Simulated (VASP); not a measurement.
# CsSnBr3 (Pm-3m) in VASP: notebook

The runs below take CsSnBr3 through single point, relaxation of cell and atoms, with LDA.

All numbers are computed with VASP 6.6.1; they aren't measurements. Logs are shortened: lines on timing, memory, paths and dates and some standing lists are left out, and cuts for length are marked.

## Step 1: The cell of the first run

Symmetry: Pm-3m, No. 221, cubic system. The conventional cell has a = 5.667 Å, b = 5.667 Å, c = 5.667 Å, α = 90.00°, β = 90.00°, γ = 90.00°. Cs (site symmetry m-3m) has 12 Br at 4.01 Å and 8 Sn at 4.91 Å within 5.3 Å. Sn (site symmetry m-3m) has 6 Br at 2.83 Å within 3.7 Å. Br (site symmetry 4/mmm) has 2 Sn at 2.83 Å within 3.7 Å.

## Step 2: Single point, LDA

INCAR

```
SYSTEM = CsSnBr3
ALGO     = Normal         ! electronic algorithm
EDIFF    = 1E-6           ! SCF threshold, eV
ENCUT    = 500            ! plane-wave cutoff, eV
GGA_COMPAT= .FALSE.      
ISIF     = 2              ! what is computed and relaxed
ISMEAR   = 0              ! smearing method
LASPH    = .TRUE.         ! aspherical terms in the spheres
LCHARG   = .FALSE.        ! write CHGCAR
LREAL    = .FALSE.        ! projectors in reciprocal space
LWAVE    = .FALSE.        ! write WAVECAR
NBANDS   = 30             ! bands
NELM     = 120            ! most SCF steps
PREC     = Accurate       ! precision mode
SIGMA    = 0.02           ! smearing width, eV
```

KPOINTS

```
k-points
0
G
  6 6 6
  0 0 0
```

POSCAR

```
CsSnBr3
1.0
    5.6673540789      0.0000000000      0.0000000000
    0.0000000000      5.6673540789      0.0000000000
    0.0000000000      0.0000000000      5.6673540789
Cs Sn Br
1 1 3
Direct
    0.0000000000      0.0000000000      0.0000000000
    0.5000000000      0.5000000000      0.5000000000
    0.5000000000      0.0000000000      0.5000000000
    0.5000000000      0.5000000000      0.0000000000
    0.0000000000      0.5000000000      0.5000000000
```

Potentials or basis: VASP PAW LDA potentials, release 64 (Cs_sv, Sn_d, Br).

Started as:

```console
$ cat potpaw_LDA.64/Cs_sv/POTCAR potpaw_LDA.64/Sn_d/POTCAR potpaw_LDA.64/Br/POTCAR > POTCAR
$ mpirun -np 1 vasp_std > vasp.out
```

OUTCAR:

```text
SYSTEM = CsSnBr3
   EDIFF = 1E-6
   ENCUT = 500
   ISIF = 2
   ISMEAR = 0
   LASPH = .TRUE.
   LREAL = .FALSE.
   NELM = 120
   PREC = Accurate

 ion  position               nearest neighbor table
   1  0.000  0.000  0.000-
   2  0.500  0.500  0.500-   3 2.83   4 2.83   5 2.83   4 2.83   3 2.83   5 2.83
   3  0.500  0.000  0.500-   2 2.83   2 2.83
   4  0.500  0.500  0.000-   2 2.83   2 2.83
   5  0.000  0.500  0.500-   2 2.83   2 2.83

  LATTYP: Found a simple cubic cell.
 ALAT       =     5.6673540789

  Lattice vectors:

 A1 = (   5.6673540789,   0.0000000000,   0.0000000000)
 A2 = (   0.0000000000,   5.6673540789,   0.0000000000)
 A3 = (   0.0000000000,   0.0000000000,   5.6673540789)

Analysis of symmetry for initial positions (statically):
=====================================================================
 Subroutine PRICEL returns:
 Original cell was already a primitive cell.

 Routine SETGRP: Setting up the symmetry group for a
 simple cubic supercell.

 Subroutine GETGRP returns: Found 48 space group operations
 (whereof 48 operations were pure point group operations)
 out of a pool of 48 trial point group operations.

The static configuration has the point symmetry O_h .

Analysis of symmetry for dynamics (positions and initial velocities):
=====================================================================
 Subroutine PRICEL returns:
 Original cell was already a primitive cell.

 Routine SETGRP: Setting up the symmetry group for a
 simple cubic supercell.

 Subroutine GETGRP returns: Found 48 space group operations
 (whereof 48 operations were pure point group operations)
 out of a pool of 48 trial point group operations.

The dynamic configuration has the point symmetry O_h .

 Subroutine INISYM returns: Found 48 space group operations
 (whereof 48 operations are pure point group operations),
 and found     1 'primitive' translations

----------------------------------------------------------------------------------------

                                     Primitive cell

  volume of cell :     182.0292

  direct lattice vectors                    reciprocal lattice vectors
     5.667354079  0.000000000  0.000000000     0.176449184  0.000000000  0.000000000
     0.000000000  5.667354079  0.000000000     0.000000000  0.176449184  0.000000000
     0.000000000  0.000000000  5.667354079     0.000000000  0.000000000  0.176449184

  length of vectors
     5.667354079  5.667354079  5.667354079     0.176449184  0.176449184  0.176449184

  position of ions in fractional coordinates (direct lattice)
     0.000000000  0.000000000  0.000000000
     0.500000000  0.500000000  0.500000000
     0.500000000  0.000000000  0.500000000
     0.500000000  0.500000000  0.000000000
     0.000000000  0.500000000  0.500000000

  ion indices of the primitive-cell ions
   primitive index   ion index
                 1           1
                 2           2
                 3           3
                 4           4
                 5           5

----------------------------------------------------------------------------------------

 KPOINTS: k-points

Automatic generation of k-mesh.
 Grid dimensions read from file:
 generate k-points for:    6    6    6

 Generating k-lattice:

  Cartesian coordinates                     Fractional coordinates (reciprocal lattice)
     0.029408197  0.000000000  0.000000000     0.166666667  0.000000000  0.000000000
     0.000000000  0.029408197  0.000000000     0.000000000  0.166666667  0.000000000
     0.000000000  0.000000000  0.029408197     0.000000000  0.000000000  0.166666667

  Length of vectors
     0.029408197  0.029408197  0.029408197

  Shift w.r.t. Gamma in fractional coordinates (k-lattice)
     0.000000000  0.000000000  0.000000000

 Subroutine IBZKPT returns following result:
 ===========================================

 Found     20 irreducible k-points:

 Following reciprocal coordinates:
            Coordinates               Weight
  0.000000  0.000000  0.000000      1.000000
  0.166667  0.000000  0.000000      6.000000
  0.333333  0.000000  0.000000      6.000000
  0.500000  0.000000  0.000000      3.000000
  0.166667  0.166667  0.000000     12.000000
  0.333333  0.166667  0.000000     24.000000
[... 12 lines left out ...]
  0.500000  0.500000  0.333333      6.000000
  0.500000  0.500000  0.500000      1.000000
   k-points           NKPTS =     20   k-points in BZ     NKDIM =     20   number of bands    NBANDS=     30
   number of dos      NEDOS =    301   number of ions     NIONS =      5
   total plane-waves  NPLWV =  74088
   dimension x,y,z NGX =    42 NGY =   42 NGZ =   42
   dimension x,y,z NGXF=    84 NGYF=   84 NGZF=   84
   ions per type =               1   1   3
   NGX,Y,Z   is equivalent  to a cutoff of  12.32, 12.32, 12.32 a.u.
   NGXF,Y,Z  is equivalent  to a cutoff of  24.64, 24.64, 24.64 a.u.
 SYSTEM =  CsSnBr3
   PREC   = accura    normal or accurate (medium, high low for compatibility)
   ISTART =      0    job   : 0-new  1-cont  2-samecut
   ICHARG =      2    charge: 1-file 2-atom 10-const
   ISPIN  =      1    spin polarized calculation?
   LNONCOLLINEAR =      F non collinear calculations
   LSORBIT =      F    spin-orbit coupling
   LASPH  =      T    aspherical Exc in radial PAW
   ENCUT  =  500.0 eV  36.75 Ry    6.06 a.u.  10.33 10.33 10.33*2*pi/ulx,y,z
   NELM   =    120;   NELMIN=  2; NELMDL= -5     # of ELM steps
   EDIFF  = 0.1E-05   stopping-criterion for ELM
   LREAL  =      F    real-space projection
   EDIFFG = 0.1E-04   stopping-criterion for IOM
   NSW    =      0    number of steps for IOM
   IBRION =     -1    ionic relax: 0-MD 1-quasi-New 2-CG
   NFREE  =      0    steps in history (QN), initial steepest desc. (CG)
   ISIF   =      2    stress and relaxation
   ISYM   =      2    0-nonsym 1-usesym 2-fastsym
   POTIM  = 0.5000    time-step for ionic-motion
   TEBEG  =    0.0;   TEEND  =   0.0 temperature during run
   PSTRESS=    0.0 pullay stress
   NELECT =      44.0000    total number of electrons
   NUPDOWN=      -1.0000    fix difference up-down
   EMIN   =  10.00;   EMAX   =-10.00  energy-range for DOS
   EFERMI =   0.00;   METHOD = LEGACY
   ISMEAR =     0;   SIGMA  =   0.02  broadening in eV -4-tet -1-fermi 0-gaus
   EFERMI_NEDOS =   21; number of points for ismear=-14 and -15
   IALGO  =     38    algorithm
   IMIX   =      4    mixing-type and parameters
     AMIX     =   0.40;   BMIX     =  1.00
     AMIX_MAG =   1.60;   BMIX_MAG =  1.00
  volume/ion in A,a.u.               =      36.41       245.68
  Fermi-wavevector in a.u.,A,eV,Ry     =   1.019793  1.927129 14.149758  1.039978
  Thomas-Fermi vector in A             =   2.153327
   LORBIT       =      0    0 simple, 1 ext, 2 COOP (PROOUT), +10 PAW based schemes
   GGA     = CA    functional components
   LHFCALC =     F    Hartree Fock is set to
   AEXX    =    0.0000 exact exchange contribution
   IVDW    =     0    specifies the selected vdW correction
   LEPSILON=     F    determine dielectric tensor
   LRPA    =     F    only Hartree local field effects (RPA)
 non-spin polarized calculation
 Gauss-broadening in eV      SIGMA  =   0.02
  energy-cutoff  :      500.00
  volume of cell :      182.03
 maximum number of plane-waves:      4680
 NGX is ok and might be reduce to    42
   NGX = 21   NGY = 21   NGZ = 21

 number of electron      44.0000003 magnetization

 Free energy of the ion-electron system (eV)
  ---------------------------------------------------
  ext. energy  EPLUGINS =         0.00000000
  ---------------------------------------------------
  free energy    TOTEN  =       -17.87140674 eV

  energy without entropy =      -17.87126390  energy(sigma->0) =      -17.87133532

 E-fermi :   3.0910     XC(G=0):  -8.4399

 val. band max:        2.3756168315   @ k =   0.5000   0.5000   0.3333
 cond. band min:       3.0970692534   @ k =   0.5000   0.5000   0.5000
 fundamental gap:      0.7214524219
 Fermi energy:         3.0909778530

 k-point     1 :       0.0000    0.0000    0.0000
  band No.  band energies     occupation
      1     -19.4864      2.00000
      2     -19.3091      2.00000
      3     -19.3091      2.00000
      4     -19.2538      2.00000
      5     -19.2538      2.00000
      6     -19.2538      2.00000
[... 22 lines left out ...]
     29       8.1203      0.00000
     30       8.1203      0.00000

 k-point     2 :       0.1667    0.0000    0.0000
  band No.  band energies     occupation
      1     -19.4858      2.00000
      2     -19.3091      2.00000
      3     -19.3064      2.00000
      4     -19.2539      2.00000
      5     -19.2539      2.00000
      6     -19.2538      2.00000
[... 22 lines left out ...]
     29       7.1083      0.00000
     30       8.0090      0.00000

 k-point     3 :       0.3333    0.0000    0.0000
  band No.  band energies     occupation
      1     -19.4846      2.00000
      2     -19.3091      2.00000
      3     -19.3010      2.00000
      4     -19.2541      2.00000
      5     -19.2541      2.00000
      6     -19.2538      2.00000
[... 22 lines left out ...]
     29       7.0694      0.00000
     30       7.9966      0.00000

 k-point     4 :       0.5000    0.0000    0.0000
  band No.  band energies     occupation
      1     -19.4841      2.00000
      2     -19.3091      2.00000
      3     -19.2983      2.00000
      4     -19.2542      2.00000
      5     -19.2542      2.00000
      6     -19.2538      2.00000
[... 22 lines left out ...]
     29       7.3182      0.00000
     30       7.5652      0.00000

 k-point     5 :       0.1667    0.1667    0.0000
  band No.  band energies     occupation
      1     -19.4853      2.00000
      2     -19.3077      2.00000
      3     -19.3050      2.00000
      4     -19.2540      2.00000
      5     -19.2539      2.00000
      6     -19.2539      2.00000
[... 22 lines left out ...]
     29       6.8504      0.00000
     30       7.4058      0.00000
[... 394 lines left out ...]
     29       7.5023      0.00000
     30       7.9427      0.00000

 k-point    18 :       0.5000    0.3333    0.3333
  band No.  band energies     occupation
      1     -19.4814      2.00000
      2     -19.2969      2.00000
      3     -19.2941      2.00000
      4     -19.2545      2.00000
      5     -19.2544      2.00000
      6     -19.2544      2.00000
[... 22 lines left out ...]
     29       7.1412      0.00000
     30       7.7333      0.00000

 k-point    19 :       0.5000    0.5000    0.3333
  band No.  band energies     occupation
      1     -19.4810      2.00000
      2     -19.2955      2.00000
      3     -19.2927      2.00000
      4     -19.2546      2.00000
      5     -19.2545      2.00000
      6     -19.2545      2.00000
[... 22 lines left out ...]
     29       6.9812      0.00000
     30       7.9311      0.00000

 k-point    20 :       0.5000    0.5000    0.5000
  band No.  band energies     occupation
      1     -19.4806      2.00000
      2     -19.2927      2.00000
      3     -19.2927      2.00000
      4     -19.2546      2.00000
      5     -19.2546      2.00000
      6     -19.2546      2.00000
[... 22 lines left out ...]
     29       6.8091      0.00000
     30       8.2187      0.00000

------------------------ aborting loop because EDIFF is reached ----------------------------------------

  FORCE on cell =-STRESS in cart. coord.  units (eV):
  Direction    XX          YY          ZZ          XY          YZ          ZX
  --------------------------------------------------------------------------------------
  -------------------------------------------------------------------------------------
  Total       -0.0080584     -0.0080584     -0.0080584      0.0000000      0.0000000     -0.0000000
  in kB       -0.0709278     -0.0709278     -0.0709278      0.0000000      0.0000000     -0.0000000
  external PRESSURE =      -0.0709278 kB  Pullay stress =       0.0000000 kB

 VOLUME and BASIS-vectors are now :
 -----------------------------------------------------------------------------
  energy-cutoff  :      500.00
  volume of cell :      182.03
      direct lattice vectors                 reciprocal lattice vectors
     5.667354079  0.000000000  0.000000000     0.176449184  0.000000000  0.000000000
     0.000000000  5.667354079  0.000000000     0.000000000  0.176449184  0.000000000
     0.000000000  0.000000000  5.667354079     0.000000000  0.000000000  0.176449184

 POSITION                                       TOTAL-FORCE (eV/Angst)
 -----------------------------------------------------------------------------------
      0.00000      0.00000      0.00000         0.000000      0.000000      0.000000
      2.83368      2.83368      2.83368         0.000000      0.000000      0.000000
      2.83368      0.00000      2.83368         0.000000      0.000000      0.000000
      2.83368      2.83368      0.00000         0.000000      0.000000      0.000000
      0.00000      2.83368      2.83368         0.000000      0.000000      0.000000
 -----------------------------------------------------------------------------------
    total drift:                                0.000000     -0.000000     -0.000000

  FREE ENERGIE OF THE ION-ELECTRON SYSTEM (eV)
  ---------------------------------------------------
  free  energy   TOTEN  =       -17.8714067404 eV

  energy  without entropy=      -17.8712639050  energy(sigma->0) =      -17.87133532
```

It took 2.3 min on 1 thread of Intel Xeon 8259CL, shared host; peak memory 0.28 GiB.

What came out:

| Property | Result |
| --- | --- |
| Free energy | -17.8714 eV |
| Pressure | 0.0 GPa |
| Band gap on the k mesh | zero (filled and empty bands touch) |

Levels at points of the mesh, in eV from the Fermi level:
| k point | band 19 | band 20 | band 21 | band 22 | band 23 | band 24 | band 25 | band 26 |
| --- | --- | --- | --- | --- | --- | --- | --- | --- |
| (0.00, 0.00, 0.00) | -3.61 | -3.42 | -3.42 | -3.42 | 1.48 | 2.43 | 2.43 | 3.17 |
| (0.50, 0.00, 0.00) | -3.80 | -3.59 | -3.59 | -2.26 | 1.18 | 3.07 | 3.67 | 3.67 |
| (0.50, 0.50, 0.00) | -3.94 | -3.86 | -3.02 | -1.07 | 0.65 | 0.65 | 3.74 | 3.79 |
| (0.50, 0.50, 0.50) | -3.01 | -3.01 | -3.01 | 0.01 | 0.01 | 0.01 | 0.09 | 3.00 |

Caveat: spin-orbit coupling is left out, which moves the levels of the heavy elements.

## Step 3: Relaxation of cell and atoms, LDA

This run uses another cell than the first one, of 40.98 Å³/atom.

INCAR

```
PREC = Accurate ; ENCUT = 500
EDIFF = 1E-7 ; ISMEAR = 0
SIGMA = 0.02 ; LREAL = F
LASPH = T ; NELM = 120
ALGO = Normal ; ISIF = 3
LWAVE = F ; LCHARG = F
IBRION = 2 ; NSW = 70
EDIFFG = -0.005 ; GGA_COMPAT = F
NELMIN = 4
```

KPOINTS

```
Automatic mesh
0
Gamma
  6 6 6
```

Edit POSCAR of step 2 so:

```diff
@@ -2,5 +2,5 @@
 1.0
-    5.6673540789      0.0000000000      0.0000000000
-    0.0000000000      5.6673540789      0.0000000000
-    0.0000000000      0.0000000000      5.6673540789
+    5.8952860393      0.0000000000      0.0000000000
+    0.0000000000      5.8952860393      0.0000000000
+    0.0000000000      0.0000000000      5.8952860393
 Cs Sn Br
```

Potentials or basis: VASP PAW LDA potentials, release 64 (Cs_sv, Sn_d, Br).

Started as:

```console
$ cat potpaw_LDA.64/Cs_sv/POTCAR potpaw_LDA.64/Sn_d/POTCAR potpaw_LDA.64/Br/POTCAR > POTCAR
$ mpirun -np 1 vasp_std > vasp.out
```

It took 9.6 min on 1 thread of Intel Xeon 8259CL, shared host; peak memory 0.33 GiB.

The run converged. Its results:

- Free energy: -17.8735 eV
- Relaxed volume: 36.41 Å³/atom
- Relaxed cell: a = 5.667 Å, b = 5.667 Å, c = 5.667 Å, α = 90.00°, β = 90.00°, γ = 90.00°
- Space group after relaxing (to 0.1 Å): Pm-3m (No. 221)
- Energy gained by relaxing: 36.6 meV/atom
- Ionic steps: 4
- Pressure after relaxing: 0.0 GPa
- Band gap on the k mesh: zero (filled and empty bands touch)

The path:
```csv
step,energy change (eV),largest force (eV/Å),pressure (GPa),volume (Å³)
1,0.0000,0.0000,-2.34,204.89
2,-0.1706,0.0000,-0.70,187.66
3,-0.1829,0.0000,-0.08,182.67
4,-0.1830,0.0000,0.01,182.03
```

Final structure:
```
CELL_PARAMETERS angstrom
5.66733 0.00000 0.00000
0.00000 5.66733 0.00000
0.00000 0.00000 5.66733
ATOMIC_POSITIONS crystal
Cs 0.00000 0.00000 0.00000
Sn 0.50000 0.50000 0.50000
Br 0.50000 0.00000 0.50000
Br 0.50000 0.50000 0.00000
Br 0.00000 0.50000 0.50000
```

Levels at points of the mesh, in eV from the Fermi level:
```
           k point  band 19  band 20  band 21  band 22  band 23  band 24  band 25  band 26
(0.00, 0.00, 0.00)    -3.61    -3.42    -3.42    -3.42     1.48     2.43     2.43     3.17
(0.50, 0.00, 0.00)    -3.80    -3.59    -3.59    -2.26     1.18     3.07     3.67     3.67
(0.50, 0.50, 0.00)    -3.94    -3.86    -3.02    -1.07     0.65     0.65     3.74     3.79
(0.50, 0.50, 0.50)    -3.01    -3.01    -3.01     0.01     0.01     0.01     0.09     3.00
```

Caveat: spin-orbit coupling is left out, which moves the levels of the heavy elements.
